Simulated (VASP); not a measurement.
# HfB (Fm-3m) in VASP: further runs, part 2 of 2

VASP 6.6.1.

## (4) Single point, PBE

This run uses another cell than the first one, of 12.57 Å³/atom, 1.020 times its volume.

The input, INCAR:

```
SYSTEM = HfB
ALGO = Normal ; EDIFF = 1E-6
ENCUT = 520 ; GGA = PE
ISIF = 2 ; ISMEAR = -1
LASPH = .True. ; LCHARG = .False.
LREAL = .False. ; LWAVE = .False.
NBANDS = 14 ; NELM = 80
PREC = Accurate ; SIGMA = 0.05
```

The input, KPOINTS:

```
k-points
0
Gamma
  10 10 10
  0 0 0
```

The input, POSCAR:

```
HfB
1.0
    0.0000000000      2.3252984591      2.3252984591
    2.3252984591      0.0000000000      2.3252984591
    2.3252984591      2.3252984591      0.0000000000
Hf B
1 1
Direct
    0.5000000000      0.5000000000      0.5000000000
    0.0000000000      0.0000000000      0.0000000000
```

Potentials or basis: VASP PAW PBE potentials, release 64 (Hf_pv, B).

Launch:

```sh
$ cat potpaw_PBE.64/Hf_pv/POTCAR potpaw_PBE.64/B/POTCAR > POTCAR
$ mpirun -np 1 vasp_std > vasp.out
```

OUTCAR:

```text
SYSTEM = HfB
   EDIFF = 1E-6
   ENCUT = 520
   GGA = PE
   ISIF = 2
   ISMEAR = -1
   LASPH = .True.
   LREAL = .False.
   NELM = 80
   PREC = Accurate

 ion  position               nearest neighbor table
   1  0.500  0.500  0.500-   2 2.33   2 2.33   2 2.33   2 2.33   2 2.33   2 2.33
   2  0.000  0.000  0.000-   1 2.33   1 2.33   1 2.33   1 2.33   1 2.33   1 2.33

  LATTYP: Found a face centered cubic cell.
 ALAT       =     4.6505969182

  Lattice vectors:

 A1 = (   0.0000000000,   2.3252984591,   2.3252984591)
 A2 = (   2.3252984591,   0.0000000000,   2.3252984591)
[... 585 lines left out ...]
     11      13.0892      0.00000
     12      17.1728      0.00000
     13      17.6346      0.00000
     14      20.0928      0.00000

 [... further k-points ...]
[... 5 lines left out ...]
  --------------------------------------------------------------------------------------
  -------------------------------------------------------------------------------------
  Total        3.9351537      3.9351537      3.9351537     -0.0000000      0.0000000      0.0000000
  in kB      250.7299277    250.7299277    250.7299277     -0.0000000      0.0000000      0.0000000
  external PRESSURE =     250.7299277 kB  Pullay stress =       0.0000000 kB

 VOLUME and BASIS-vectors are now :
 -----------------------------------------------------------------------------
  energy-cutoff  :      520.00
  volume of cell :       25.15
      direct lattice vectors                 reciprocal lattice vectors
     0.000000000  2.325298459  2.325298459    -0.215026161  0.215026161  0.215026161
     2.325298459  0.000000000  2.325298459     0.215026161 -0.215026161  0.215026161
     2.325298459  2.325298459  0.000000000     0.215026161  0.215026161 -0.215026161

 POSITION                                       TOTAL-FORCE (eV/Angst)
 -----------------------------------------------------------------------------------
      2.32530      2.32530      2.32530         0.000000      0.000000     -0.000000
      0.00000      0.00000      0.00000        -0.000000     -0.000000      0.000000
 -----------------------------------------------------------------------------------
    total drift:                               -0.000000     -0.000000      0.000000

  FREE ENERGIE OF THE ION-ELECTRON SYSTEM (eV)
  ---------------------------------------------------
  free  energy   TOTEN  =       -17.2349673679 eV

  energy  without entropy=      -17.2228721035  energy(sigma->0) =      -17.22891974
```

OSZICAR:

```text
N       E                     dE             d eps       ncg     rms          rms(c)
DAV:   1     0.220491710246E+02    0.22049E+02   -0.69199E+03  1316   0.869E+02
DAV:   2    -0.178266101931E+02   -0.39876E+02   -0.37658E+02  1640   0.192E+02
DAV:   3    -0.188949967619E+02   -0.10684E+01   -0.10649E+01  1598   0.217E+01
DAV:   4    -0.188986818438E+02   -0.36851E-02   -0.36848E-02  1490   0.157E+00
DAV:   5    -0.188987007609E+02   -0.18917E-04   -0.18917E-04  1664   0.102E-01    0.645E+01
DAV:   6    -0.172945585973E+02    0.16041E+01   -0.25689E+00  1556   0.996E+00    0.405E+01
DAV:   7    -0.172664001449E+02    0.28158E-01   -0.77247E-01  1682   0.555E+00    0.979E+00
DAV:   8    -0.172348028734E+02    0.31597E-01   -0.96931E-02  1460   0.188E+00    0.118E+00
DAV:   9    -0.172349672863E+02   -0.16441E-03   -0.46557E-03  1754   0.502E-01    0.213E-01
DAV:  10    -0.172349668253E+02    0.46095E-06   -0.76730E-05  1442   0.624E-02    0.291E-02
DAV:  11    -0.172349673679E+02   -0.54257E-06   -0.39637E-06  1732   0.149E-02
   1 F= -.17234967E+02 E0= -.17228920E+02  d E =-.120953E-01
```

stdout:

```text
POSCAR found type information on POSCAR HfB
 POSCAR found :  2 types and       2 ions
 scaLAPACK will be used
 LDA part: xc-table for (Slater+PW92), standard interpolation
 POSCAR, INCAR and KPOINTS ok, starting setup
 FFT: planning ... GRIDC
 FFT: planning ... GRID_SOFT
 FFT: planning ... GRID
 WAVECAR not read
 entering main loop
```

It took 20 s on 1 thread of AMD EPYC 7R43 (Zen 3), shared host; peak memory 0.11 GiB.

Results:

| Item | Value |
| --- | --- |
| Free energy | -17.2350 eV |
| Pressure | 25.1 GPa |

Levels at points of the mesh, in eV from the Fermi level:
```csv
k point,band 5,band 6,band 7,band 8,band 9,band 10
"(0.00, 0.00, 0.00)",2.20,2.20,2.20,3.92,3.92,3.92
"(0.50, 0.00, 0.00)",-4.12,-1.32,-1.32,6.43,6.43,7.45
"(0.50, 0.50, 0.00)",-1.03,-0.95,2.32,2.32,6.15,7.77
```

Caveat: spin-orbit coupling is left out, which moves the levels of the heavy elements.

## (5) Single point, PBE

This run uses another cell than the first one, of 13.07 Å³/atom, 1.060 times its volume.

The input, INCAR:

```
PREC     = Accurate       # precision mode
ENCUT    = 520            # plane-wave cutoff, eV
EDIFF    = 1E-6           # SCF threshold, eV
ISMEAR   = -1             # smearing method
SIGMA    = 0.05           # smearing width, eV
LREAL    = F              # projectors in reciprocal space
LASPH    = T              # aspherical terms in the spheres
NELM     = 80             # most SCF steps
ALGO     = Normal         # electronic algorithm
ISIF     = 2              # what is computed and relaxed
LWAVE    = F              # write WAVECAR
LCHARG   = F              # write CHGCAR
GGA      = PE             # functional
NBANDS   = 14             # bands
```

The input, KPOINTS:

```
regular mesh
0
Gamma
  10 10 10
```

The input, POSCAR:

```
HfB
1.0
    0.0000000000      2.3553056198      2.3553056198
    2.3553056198      0.0000000000      2.3553056198
    2.3553056198      2.3553056198      0.0000000000
Hf B
1 1
Direct
    0.5000000000      0.5000000000      0.5000000000
    0.0000000000      0.0000000000      0.0000000000
```

Launch:

```sh
$ cat potpaw_PBE.64/Hf_pv/POTCAR potpaw_PBE.64/B/POTCAR > POTCAR
$ mpirun -np 1 vasp_std > vasp.out
```

Wall time 30 s (1 thread of AMD EPYC 7R43 (Zen 3), shared host); peak memory 0.13 GiB.

The run converged. Its results:

```yaml
Free_energy: -17.3599 eV
Pressure: 15.6 GPa
```

Levels at points of the mesh, in eV from the Fermi level:
```tsv
k point	band 5	band 6	band 7	band 8	band 9	band 10
(0.00, 0.00, 0.00)	2.16	2.16	2.16	3.81	3.81	3.81
(0.50, 0.00, 0.00)	-4.25	-1.25	-1.25	6.18	6.18	7.13
(0.50, 0.50, 0.00)	-1.06	-0.93	2.19	2.19	5.90	7.44
```

Caveat: spin-orbit coupling is left out, which moves the levels of the heavy elements.

## (6) Summary

```tsv
cell	cutoff (eV)	smearing	gap on the mesh (eV)	pressure (GPa)
a = 3.267 Å, angles 60.0°, 2 atoms	500	gaussian 0.011 eV	none	30.2
a = 3.245 Å, angles 60.0°, 2 atoms	520	fermi-dirac 0.05 eV	none	36.4
a = 3.288 Å, angles 60.0°, 2 atoms	520	fermi-dirac 0.05 eV	none	25.1
a = 3.331 Å, angles 60.0°, 2 atoms	520	fermi-dirac 0.05 eV	none	15.6
```

Alike in all rows: task single point; level PBE; potentials or basis VASP PAW PBE potentials, release 64 (Hf_pv, B); no spin polarisation; k mesh 10 × 10 × 10.

Caveats: spin-orbit coupling is left out, which moves the levels of the heavy elements.

Total energies depend on the potentials used, so only differences within one code and one set of settings carry meaning.
